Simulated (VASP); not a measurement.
# Ti (Im-3m) in VASP: further runs, part 2 of 2

VASP 6.6.1.

### 3 Single point, r2SCAN

This run uses another cell than the first one: it holds 2 atoms, not 1.

Input file POSCAR:

```
Ti
1.0
    0.0000000000     -3.2517897406      0.0000000000
   -3.2517897406      0.0000000000      0.0000000000
    0.0000000000      0.0000000000     -3.2517897406
Ti
2
Direct
    0.5000000000      0.5000000000      0.5000000000
    0.0000000000      0.0000000000      0.0000000000
```

Input file INCAR.step1:

```
SYSTEM = Ti
PREC = Accurate ; ENCUT = 520
ISMEAR = 0 ; SIGMA = 0.15
LREAL = .False. ; LASPH = .True.
NELM = 60 ; NBANDS = 19
GGA = PE ; ALGO = Normal
EDIFF = 1E-4 ; LWAVE = .True.
LCHARG = .False.
```

Input file INCAR.step2:

```
SYSTEM = Ti
PREC = Accurate ; ENCUT = 520
EDIFF = 1E-7 ; ISMEAR = 0
SIGMA = 0.15 ; LREAL = .False.
LASPH = .True. ; NELM = 60
ALGO = Normal ; ISIF = 2
LWAVE = .False. ; LCHARG = .False.
METAGGA = R2SCAN ; LMIXTAU = .True.
NBANDS = 19 ; ISTART = 1
```

Input file KPOINTS:

```
regular mesh
0
Gamma
  10 10 10
  0 0 0
```

Potentials or basis: VASP PAW PBE potentials, release 64 (Ti_sv).

Run with:

```sh
cat potpaw_PBE.64/Ti_sv/POTCAR > POTCAR
cp INCAR.step1 INCAR
mpirun -np 1 vasp_std > vasp.out
cp INCAR.step2 INCAR
mpirun -np 1 vasp_std > vasp.out
```

OUTCAR:

```text
SYSTEM = Ti
   PREC = Accurate
   ENCUT = 520
   EDIFF = 1E-7
   ISMEAR = 0
   LREAL = .False.
   LASPH = .True.
   NELM = 60
   ISIF = 2
   METAGGA = R2SCAN
   ISTART = 1

 ion  position               nearest neighbor table
   1  0.500  0.500  0.500-   2 2.82   2 2.82   2 2.82   2 2.82   2 2.82   2 2.82   2 2.82   2 2.82

   2  0.000  0.000  0.000-   1 2.82   1 2.82   1 2.82   1 2.82   1 2.82   1 2.82   1 2.82   1 2.82

  LATTYP: Found a simple cubic cell.
 ALAT       =     3.2517897406

  Lattice vectors:

 A1 = (   0.0000000000,  -3.2517897406,   0.0000000000)
[... 208 lines left out ...]
      5     -25.9353      2.00000
      6     -25.4492      2.00000
[... 505 lines left out ...]
      6     -25.7290      2.00000
[... 11 lines left out ...]
     18      11.5240      0.00000
     19      12.0014      0.00000

 [... further k-points ...]
[... 5 lines left out ...]
  --------------------------------------------------------------------------------------
  -------------------------------------------------------------------------------------
  Total        0.0966002      0.0966002      0.0966002      0.0000000      0.0000000     -0.0000000
  in kB        4.5011265      4.5011265      4.5011265      0.0000000      0.0000000     -0.0000000
  external PRESSURE =       4.5011265 kB  Pullay stress =       0.0000000 kB

 VOLUME and BASIS-vectors are now :
 -----------------------------------------------------------------------------
  energy-cutoff  :      520.00
  volume of cell :       34.38
      direct lattice vectors                 reciprocal lattice vectors
     0.000000000 -3.251789741  0.000000000     0.000000000 -0.307522958  0.000000000
    -3.251789741  0.000000000  0.000000000    -0.307522958  0.000000000  0.000000000
     0.000000000  0.000000000 -3.251789741     0.000000000  0.000000000 -0.307522958

 POSITION                                       TOTAL-FORCE (eV/Angst)
 -----------------------------------------------------------------------------------
     -1.62589     -1.62589     -1.62589        -0.000000     -0.000000     -0.000000
      0.00000      0.00000      0.00000         0.000000      0.000000      0.000000
 -----------------------------------------------------------------------------------
    total drift:                               -0.000000     -0.000000      0.000000

  FREE ENERGIE OF THE ION-ELECTRON SYSTEM (eV)
  ---------------------------------------------------
  free  energy   TOTEN  =       -25.6520994499 eV

  energy  without entropy=      -25.6042935787  energy(sigma->0) =      -25.62819651
```

Wall time 59 s (1 thread of Intel Xeon Platinum 8375C at 2.90GHz (Ice Lake), shared host); peak memory 0.16 GiB.

Results:

```yaml
Free_energy: -25.6521 eV
Pressure: 0.5 GPa
Band_gap_on_the_k_mesh: zero (band 12 reaches 9.38 eV, above the bottom of band 13 at 7.56 eV)
```

Caveat: the PAW data sets were made with another functional, which shifts forces and pressure a little.

### 4 Single point, r2SCAN (volume scaled by 0.88)

Input file POSCAR:

```
Ti
1.0
   -1.5580689926      1.5580689926      1.5580689926
    1.5580689926     -1.5580689926      1.5580689926
    1.5580689926      1.5580689926     -1.5580689926
Ti
1
Direct
    0.0000000000      0.0000000000      0.0000000000
```

Input file INCAR.step1:

```
SYSTEM = Ti
PREC     = Accurate       ! precision mode
ENCUT    = 520            ! plane-wave cutoff, eV
ISMEAR   = 0              ! smearing method
SIGMA    = 0.1            ! smearing width, eV
LREAL    = .False.        ! projectors in reciprocal space
LASPH    = .True.         ! aspherical terms in the spheres
NELM     = 100            ! most SCF steps
NBANDS   = 12             ! bands
GGA      = PE             ! functional
ALGO     = Normal         ! electronic algorithm
EDIFF    = 1E-4           ! SCF threshold, eV
LWAVE    = .True.         ! write WAVECAR
LCHARG   = .False.        ! write CHGCAR
```

Input file INCAR.step2:

```
SYSTEM = Ti
PREC     = Accurate       ! precision mode
ENCUT    = 520            ! plane-wave cutoff, eV
EDIFF    = 1E-7           ! SCF threshold, eV
ISMEAR   = 0              ! smearing method
SIGMA    = 0.1            ! smearing width, eV
LREAL    = .False.        ! projectors in reciprocal space
LASPH    = .True.         ! aspherical terms in the spheres
NELM     = 100            ! most SCF steps
ALGO     = Normal         ! electronic algorithm
ISIF     = 2              ! what is computed and relaxed
LWAVE    = .False.        ! write WAVECAR
LCHARG   = .False.        ! write CHGCAR
METAGGA  = R2SCAN         ! meta-GGA
LMIXTAU  = .True.       
NBANDS   = 12             ! bands
ISTART   = 1
```

Input file KPOINTS:

```
Automatic mesh
0
Gamma
  18 18 18
  0 0 0
```

Run with:

```sh
cat potpaw_PBE.64/Ti_sv/POTCAR > POTCAR
cp INCAR.step1 INCAR
mpirun -np 1 vasp_std > vasp.out
cp INCAR.step2 INCAR
mpirun -np 1 vasp_std > vasp.out
```

It took 93 s on 1 thread of Intel Xeon Platinum 8488C (Sapphire Rapids), shared host; peak memory 0.15 GiB.

Results (log left out):

| Item | Value |
| --- | --- |
| Free energy | -12.7078 eV |
| Pressure | 18.2 GPa |
| Band gap on the k mesh | zero (band 6 reaches 10.93 eV, above the bottom of band 7 at 9.00 eV) |

Levels at points of the mesh, in eV from the Fermi level:
```csv
k point,band 4,band 5,band 6,band 7,band 8,band 9
"(0.00, 0.00, 0.00)",-33.23,-6.58,1.27,1.27,1.27,3.38
"(0.50, 0.00, 0.00)",-33.24,-2.95,-0.50,1.49,3.43,3.84
"(0.50, 0.50, 0.50)",-33.94,-2.82,-2.82,4.86,4.86,4.86
```

Caveat: the PAW data sets were made with another functional, which shifts forces and pressure a little.

### 5 Summary

| cell | k mesh | smearing | gap on the mesh (eV) | pressure (GPa) |
| --- | --- | --- | --- | --- |
| a = 2.816 Å, angles 109.5°, 1 atom | 18 × 18 × 18 | gaussian 0.1 eV | none | 0.4 |
| a = 3.252 Å, 2 atoms | 10 × 10 × 10 | gaussian 0.15 eV | none | 0.5 |
| a = 2.699 Å, angles 109.5°, 1 atom | 18 × 18 × 18 | gaussian 0.1 eV | none | 18.2 |

Alike in all rows: task single point; level r2SCAN; potentials or basis VASP PAW PBE potentials, release 64 (Ti_sv); no spin polarisation; cutoff (eV) 520.

Caveats: the PAW data sets were made with another functional, which shifts forces and pressure a little.

Absolute energies hang on the potentials; compare differences alone.
